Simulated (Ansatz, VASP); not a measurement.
## Two plane-wave programs on NbI7

Contents of INCAR:

```
ALGO = Normal ; EDIFF = 1E-6
ENCUT = 520 ; GGA = PE
ISIF = 2 ; ISMEAR = 0
LASPH = T ; LCHARG = F
LREAL = F ; LWAVE = F
NBANDS = 41 ; NELM = 60
PREC = Accurate ; SIGMA = 0.1
```

KPOINTS

```
k-points
0
Gamma
  4 4 4
```

Contents of POSCAR:

```
NbI7
1.0
   -4.4078249000      4.4078249000      4.4078249000
    4.4078249000     -4.4078249000      4.4078249000
    4.4078249000      4.4078249000     -4.4078249000
Nb I
1 7
Direct
    0.0000000000      0.0000000000      0.0000000000
    0.0000000000      0.5000000000      0.5000000000
    0.5000000000      0.5000000000      0.0000000000
    0.5000000000      0.0000000000      0.5000000000
    0.0000000000      0.0000000000      0.5000000000
    0.0000000000      0.5000000000      0.0000000000
    0.5000000000      0.0000000000      0.0000000000
    0.5000000000      0.5000000000      0.5000000000
```

Input for Ansatz:

```yaml
crystal:
  lattice:
    - [-4.4078249, 4.4078249, 4.4078249]
    - [4.4078249, -4.4078249, 4.4078249]
    - [4.4078249, 4.4078249, -4.4078249]
  atoms:
    - { symbol: Nb, position: [0.0, 0.0, 0.0] }
    - { symbol: I, position: [0.0, 0.5, 0.5] }
    - { symbol: I, position: [0.5, 0.5, 0.0] }
    - { symbol: I, position: [0.5, 0.0, 0.5] }
    - { symbol: I, position: [0.0, 0.0, 0.5] }
    - { symbol: I, position: [0.0, 0.5, 0.0] }
    - { symbol: I, position: [0.5, 0.0, 0.0] }
    - { symbol: I, position: [0.5, 0.5, 0.5] }
basis:
  ecutwfc: 420
kpoints:
  mp_grid: { grid: [4, 4, 4] }
hamiltonian:
  xc: pbe
scf:
  occupations: { method: gaussian, width: 0.1 }
  lower_state_search: "off"
output:
  forces: true
  stress: true
  eigenvalues: true
```

Change from the starting cell: species swapped into the Fe7Co type (Im-3m, No. 229).

Alike in both runs: task single point; functional PBE; k mesh 4 × 4 × 4; occupations gaussian, width 0.1 eV; no spin polarisation.

|  | VASP | Ansatz |
| --- | --- | --- |
| version | VASP 6.6.1 | Ansatz 0.2.0 |
| potentials or method | VASP PAW PBE potentials, release 64 (Nb_sv, I), cutoff 520 eV | scalar-relativistic, plane waves, PAW |
| valence electrons in the cell | 62 | 132 |

|  | VASP | Ansatz | Ansatz less VASP |
| --- | --- | --- | --- |
| gap on the k mesh at the Fermi level (eV) | none | none | - |
| pressure (GPa) | -4.4 | -4.4 | +0.01 |

A gap of «none» marks a metal or a gap that the smearing closes. VASP's potentials hold 62 valence electrons a cell and Ansatz's 132, so a difference there can come from the potentials and not from the codes.

Spin-orbit coupling is off throughout.
